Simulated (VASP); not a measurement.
# RuBrF3 (Pm-3m) in VASP: single point with PBE

Aim: the single point of RuBrF3 with PBE.

Everything below comes from runs of VASP 6.6.1. Logs are shortened: lines on timing, memory, paths and dates and some standing lists are left out, and cuts for length are marked.

## (1) The cell of the first run

The structure is cubic, space group Pm-3m (No. 221). The conventional cell has a = 4.175 Å, b = 4.175 Å, c = 4.175 Å, α = 90.00°, β = 90.00°, γ = 90.00°. Ru (site symmetry m-3m) has 6 F at 2.09 Å within 2.8 Å. Br (site symmetry m-3m) has 12 F at 2.95 Å and 8 Ru at 3.62 Å within 3.9 Å. Within 2.8 Å of F (site symmetry 4/mmm) lie 2 Ru at 2.09 Å.

The cell was generated, and may not be a known phase.

## (2) Single point, PBE, collinear spin, ferromagnetic start

Input file INCAR:

```
ALGO = Normal ; EDIFF = 1E-6
ENCUT = 700 ; GGA = PE
GGA_COMPAT = F ; ISIF = 2
ISMEAR = 0 ; ISPIN = 2
LASPH = T ; LCHARG = T
LELF = T ; LMAXMIX = 4
LORBIT = 11 ; LREAL = F
LVHAR = T ; LWAVE = F
MAGMOM = 1 0 0 0 0 ; NBANDS = 34
NELM = 200 ; PREC = Accurate
SIGMA = 0.1
```

Input file KPOINTS:

```
k-points
0
Gamma
  4 4 4
```

Input file POSCAR:

```
RuBrF3
1.0
    4.1754782018      0.0000000000      0.0000000000
    0.0000000000      4.1754782018      0.0000000000
    0.0000000000      0.0000000000      4.1754782018
Ru Br F
1 1 3
Direct
    0.0000000000      0.0000000000      0.0000000000
    0.5000000000      0.5000000000      0.5000000000
    0.5000000000      0.0000000000      0.0000000000
    0.0000000000      0.5000000000      0.0000000000
    0.0000000000      0.0000000000      0.5000000000
```

Potentials or basis: VASP PAW PBE potentials, release 64 (Ru_sv, Br, F).

Started as:

```
cat potpaw_PBE.64/Ru_sv/POTCAR potpaw_PBE.64/Br/POTCAR potpaw_PBE.64/F/POTCAR > POTCAR
mpirun -np 1 vasp_std > vasp.out
```

OUTCAR:

```text
EDIFF = 1E-6
   ENCUT = 700
   GGA = PE
   ISIF = 2
   ISMEAR = 0
   ISPIN = 2
   LASPH = T
   LORBIT = 11
   LREAL = F
   NELM = 200
   PREC = Accurate

 ion  position               nearest neighbor table
   1  0.000  0.000  0.000-   3 2.09   4 2.09   5 2.09   5 2.09   4 2.09   3 2.09
   2  0.500  0.500  0.500-
   3  0.500  0.000  0.000-   1 2.09   1 2.09
   4  0.000  0.500  0.000-   1 2.09   1 2.09
   5  0.000  0.000  0.500-   1 2.09   1 2.09

  LATTYP: Found a simple cubic cell.
 ALAT       =     4.1754782018

  Lattice vectors:

 A1 = (   4.1754782018,   0.0000000000,   0.0000000000)
 A2 = (   0.0000000000,   4.1754782018,   0.0000000000)
 A3 = (   0.0000000000,   0.0000000000,   4.1754782018)

Analysis of symmetry for initial positions (statically):
=====================================================================
 Subroutine PRICEL returns:
 Original cell was already a primitive cell.

 Routine SETGRP: Setting up the symmetry group for a
 simple cubic supercell.

 Subroutine GETGRP returns: Found 48 space group operations
 (whereof 48 operations were pure point group operations)
 out of a pool of 48 trial point group operations.

The static configuration has the point symmetry O_h .

Analysis of symmetry for dynamics (positions and initial velocities):
=====================================================================
 Subroutine PRICEL returns:
 Original cell was already a primitive cell.

 Routine SETGRP: Setting up the symmetry group for a
 simple cubic supercell.

 Subroutine GETGRP returns: Found 48 space group operations
 (whereof 48 operations were pure point group operations)
 out of a pool of 48 trial point group operations.

The dynamic configuration has the point symmetry O_h .

Analysis of structural, dynamic, and magnetic symmetry:
=====================================================================
 Subroutine PRICEL returns:
 Original cell was already a primitive cell.

 Routine SETGRP: Setting up the symmetry group for a
 simple cubic supercell.

 Subroutine GETGRP returns: Found 48 space group operations
 (whereof 48 operations were pure point group operations)
 out of a pool of 48 trial point group operations.

The overall configuration has the point symmetry O_h .

 Subroutine INISYM returns: Found 48 space group operations
 (whereof 48 operations are pure point group operations),
 and found     1 'primitive' translations

----------------------------------------------------------------------------------------

                                     Primitive cell

  volume of cell :      72.7979

  direct lattice vectors                    reciprocal lattice vectors
     4.175478202  0.000000000  0.000000000     0.239493527  0.000000000  0.000000000
     0.000000000  4.175478202  0.000000000     0.000000000  0.239493527  0.000000000
     0.000000000  0.000000000  4.175478202     0.000000000  0.000000000  0.239493527

  length of vectors
     4.175478202  4.175478202  4.175478202     0.239493527  0.239493527  0.239493527

  position of ions in fractional coordinates (direct lattice)
     0.000000000  0.000000000  0.000000000
     0.500000000  0.500000000  0.500000000
     0.500000000  0.000000000  0.000000000
     0.000000000  0.500000000  0.000000000
     0.000000000  0.000000000  0.500000000

  ion indices of the primitive-cell ions
   primitive index   ion index
                 1           1
                 2           2
                 3           3
                 4           4
                 5           5

----------------------------------------------------------------------------------------

 KPOINTS: k-points

Automatic generation of k-mesh.
 Grid dimensions read from file:
 generate k-points for:    4    4    4

 Generating k-lattice:

  Cartesian coordinates                     Fractional coordinates (reciprocal lattice)
     0.059873382  0.000000000  0.000000000     0.250000000  0.000000000  0.000000000
     0.000000000  0.059873382  0.000000000     0.000000000  0.250000000  0.000000000
     0.000000000  0.000000000  0.059873382     0.000000000  0.000000000  0.250000000

  Length of vectors
     0.059873382  0.059873382  0.059873382

  Shift w.r.t. Gamma in fractional coordinates (k-lattice)
     0.000000000  0.000000000  0.000000000

 Subroutine IBZKPT returns following result:
 ===========================================

 Found     10 irreducible k-points:

 Following reciprocal coordinates:
            Coordinates               Weight
  0.000000  0.000000  0.000000      1.000000
  0.250000  0.000000  0.000000      6.000000
  0.500000  0.000000  0.000000      3.000000
  0.250000  0.250000  0.000000     12.000000
  0.500000  0.250000  0.000000     12.000000
  0.500000  0.500000  0.000000      3.000000
  0.250000  0.250000  0.250000      8.000000
  0.500000  0.250000  0.250000     12.000000
  0.500000  0.500000  0.250000      6.000000
  0.500000  0.500000  0.500000      1.000000
   k-points           NKPTS =     10   k-points in BZ     NKDIM =     10   number of bands    NBANDS=     34
   number of dos      NEDOS =    301   number of ions     NIONS =      5
   total plane-waves  NPLWV =  46656
   dimension x,y,z NGX =    36 NGY =   36 NGZ =   36
   dimension x,y,z NGXF=    72 NGYF=   72 NGZF=   72
   ions per type =               1   1   3
   NGX,Y,Z   is equivalent  to a cutoff of  14.33, 14.33, 14.33 a.u.
   NGXF,Y,Z  is equivalent  to a cutoff of  28.67, 28.67, 28.67 a.u.
 SYSTEM =  unknown system
   PREC   = accura    normal or accurate (medium, high low for compatibility)
   ISTART =      0    job   : 0-new  1-cont  2-samecut
   ICHARG =      2    charge: 1-file 2-atom 10-const
   ISPIN  =      2    spin polarized calculation?
   LNONCOLLINEAR =      F non collinear calculations
   LSORBIT =      F    spin-orbit coupling
   LASPH  =      T    aspherical Exc in radial PAW
   ENCUT  =  700.0 eV  51.45 Ry    7.17 a.u.   9.01  9.01  9.01*2*pi/ulx,y,z
   NELM   =    200;   NELMIN=  2; NELMDL= -5     # of ELM steps
   EDIFF  = 0.1E-05   stopping-criterion for ELM
   LREAL  =      F    real-space projection
   EDIFFG = 0.1E-04   stopping-criterion for IOM
   NSW    =      0    number of steps for IOM
   IBRION =     -1    ionic relax: 0-MD 1-quasi-New 2-CG
   NFREE  =      0    steps in history (QN), initial steepest desc. (CG)
   ISIF   =      2    stress and relaxation
   ISYM   =      2    0-nonsym 1-usesym 2-fastsym
   POTIM  = 0.5000    time-step for ionic-motion
   TEBEG  =    0.0;   TEEND  =   0.0 temperature during run
   PSTRESS=    0.0 pullay stress
   NELECT =      44.0000    total number of electrons
   NUPDOWN=      -1.0000    fix difference up-down
   EMIN   =  10.00;   EMAX   =-10.00  energy-range for DOS
   EFERMI =   0.00;   METHOD = LEGACY
   ISMEAR =     0;   SIGMA  =   0.10  broadening in eV -4-tet -1-fermi 0-gaus
   EFERMI_NEDOS =   21; number of points for ismear=-14 and -15
   IALGO  =     38    algorithm
   IMIX   =      4    mixing-type and parameters
     AMIX     =   0.40;   BMIX     =  1.00
     AMIX_MAG =   1.60;   BMIX_MAG =  1.00
  volume/ion in A,a.u.               =      14.56        98.25
  Fermi-wavevector in a.u.,A,eV,Ry     =   1.384160  2.615682 26.067372  1.915898
  Thomas-Fermi vector in A             =   2.508690
   LORBIT       =     11    0 simple, 1 ext, 2 COOP (PROOUT), +10 PAW based schemes
   GGA     = PE    functional components
   LHFCALC =     F    Hartree Fock is set to
   AEXX    =    0.0000 exact exchange contribution
   IVDW    =     0    specifies the selected vdW correction
   LEPSILON=     F    determine dielectric tensor
   LRPA    =     F    only Hartree local field effects (RPA)
 spin polarized calculation
 Gauss-broadening in eV      SIGMA  =   0.10
  energy-cutoff  :      700.00
  volume of cell :       72.80
 maximum number of plane-waves:      3112
   NGX = 19   NGY = 19   NGZ = 19

 number of electron      44.0000023 magnetization       2.1969558

 Free energy of the ion-electron system (eV)
  ---------------------------------------------------
  ext. energy  EPLUGINS =         0.00000000
  ---------------------------------------------------
  free energy    TOTEN  =       -20.04364810 eV

  energy without entropy =      -19.99271064  energy(sigma->0) =      -20.01817937

 E-fermi :   2.9686     XC(G=0): -10.3271

 val. band max:        2.9294284260   @ k =   0.5000   0.0000   0.0000
 cond. band min:       2.9781841208   @ k =   0.2500   0.2500   0.0000
 fundamental gap:      0.0487556948
 Fermi energy:         2.9686061058

 spin component 1

 k-point     1 :       0.0000    0.0000    0.0000
  band No.  band energies     occupation
      1     -71.4515      1.00000
      2     -41.4213      1.00000
      3     -41.4213      1.00000
      4     -41.4213      1.00000
      5     -20.6722      1.00000
      6     -20.3499      1.00000
[... 359 lines left out ...]
     33      18.5994      0.00000
     34      19.1651      0.00000
 Fermi energy:         2.9686061058

 spin component 2

 k-point     1 :       0.0000    0.0000    0.0000
  band No.  band energies     occupation
      1     -69.9380      1.00000
      2     -39.8274      1.00000
      3     -39.8274      1.00000
      4     -39.8274      1.00000
      5     -20.5104      1.00000
      6     -20.1786      1.00000
[... 359 lines left out ...]
     33      18.6545      0.00000
     34      19.0733      0.00000

------------------------ aborting loop because EDIFF is reached ----------------------------------------

  FORCE on cell =-STRESS in cart. coord.  units (eV):
  Direction    XX          YY          ZZ          XY          YZ          ZX
  --------------------------------------------------------------------------------------
  -------------------------------------------------------------------------------------
  Total       -0.2967679     -0.2967679     -0.2967679     -0.0000000      0.0000000     -0.0000000
  in kB       -6.5314384     -6.5314384     -6.5314384     -0.0000000      0.0000000     -0.0000000
  external PRESSURE =      -6.5314384 kB  Pullay stress =       0.0000000 kB

 VOLUME and BASIS-vectors are now :
 -----------------------------------------------------------------------------
  energy-cutoff  :      700.00
  volume of cell :       72.80
      direct lattice vectors                 reciprocal lattice vectors
     4.175478202  0.000000000  0.000000000     0.239493527  0.000000000  0.000000000
     0.000000000  4.175478202  0.000000000     0.000000000  0.239493527  0.000000000
     0.000000000  0.000000000  4.175478202     0.000000000  0.000000000  0.239493527

 POSITION                                       TOTAL-FORCE (eV/Angst)
 -----------------------------------------------------------------------------------
      0.00000      0.00000      0.00000         0.000000      0.000000      0.000000
      2.08774      2.08774      2.08774         0.000000      0.000000      0.000000
      2.08774      0.00000      0.00000         0.000000      0.000000      0.000000
      0.00000      2.08774      0.00000         0.000000      0.000000      0.000000
      0.00000      0.00000      2.08774         0.000000      0.000000      0.000000
 -----------------------------------------------------------------------------------
    total drift:                                0.000000      0.000000     -0.000000

  FREE ENERGIE OF THE ION-ELECTRON SYSTEM (eV)
  ---------------------------------------------------
  free  energy   TOTEN  =       -20.0436480977 eV

  energy  without entropy=      -19.9927106429  energy(sigma->0) =      -20.01817937

 total charge

# of ion       s       p       d       tot
------------------------------------------
    1        2.100   6.023   5.080  13.203
    2        1.635   3.121   0.009   4.765
    3        1.740   4.292   0.000   6.032
    4        1.740   4.292   0.000   6.032
    5        1.740   4.292   0.000   6.032
--------------------------------------------------
tot          8.957  22.020   5.088  36.065

 magnetization (x)

# of ion       s       p       d       tot
------------------------------------------
    1        0.012   0.007   1.879   1.898
    2       -0.004  -0.092  -0.000  -0.096
    3        0.007   0.076   0.000   0.083
    4        0.007   0.076   0.000   0.083
    5        0.007   0.076   0.000   0.083
--------------------------------------------------
tot          0.029   0.142   1.879   2.050
```

Run time: 2.3 min. Hardware: 1 thread of AMD EPYC 9R14 (Zen 4), shared host; peak memory 0.24 GiB.

What came out:

```
Free energy                                           : -20.0436 eV
Pressure                                              : -0.7 GPa
Net moment                                            : 2.20 μB per cell
Site moments                                          : Ru +1.90; Br -0.10; F +0.08 μB
Valence electrons inside the program's atomic spheres : Ru 13.20; Br 4.76; F 6.03
```

Levels at points of the mesh, in eV from the Fermi level:
Spin up:
```
           k point  band 21  band 22  band 23  band 24  band 25  band 26
(0.00, 0.00, 0.00)    -1.33    -1.33     0.22     0.22     0.22     4.95
(0.50, 0.00, 0.00)    -1.26    -1.26    -0.04    -0.04     0.85     8.08
(0.50, 0.50, 0.00)    -0.42    -0.42    -0.42    -0.39     2.33     8.05
(0.50, 0.50, 0.50)     0.15     0.15     0.15     2.33     2.33     8.48
```
Spin down:
| k point | band 17 | band 18 | band 19 | band 20 | band 21 | band 22 | band 23 | band 24 |
| --- | --- | --- | --- | --- | --- | --- | --- | --- |
| (0.00, 0.00, 0.00) | -3.87 | -0.90 | -0.90 | -0.90 | 0.15 | 0.15 | 0.15 | 0.16 |
| (0.50, 0.00, 0.00) | -3.95 | -1.36 | -0.87 | -0.20 | -0.20 | 0.17 | 0.18 | 0.18 |
| (0.50, 0.50, 0.00) | -3.39 | -0.50 | -0.46 | -0.46 | 0.09 | 0.09 | 0.66 | 0.93 |
| (0.50, 0.50, 0.50) | -3.38 | -0.11 | -0.11 | -0.11 | 0.73 | 0.73 | 0.73 | 3.43 |

Caveat: the k points lie up to 0.38 Å⁻¹ apart.
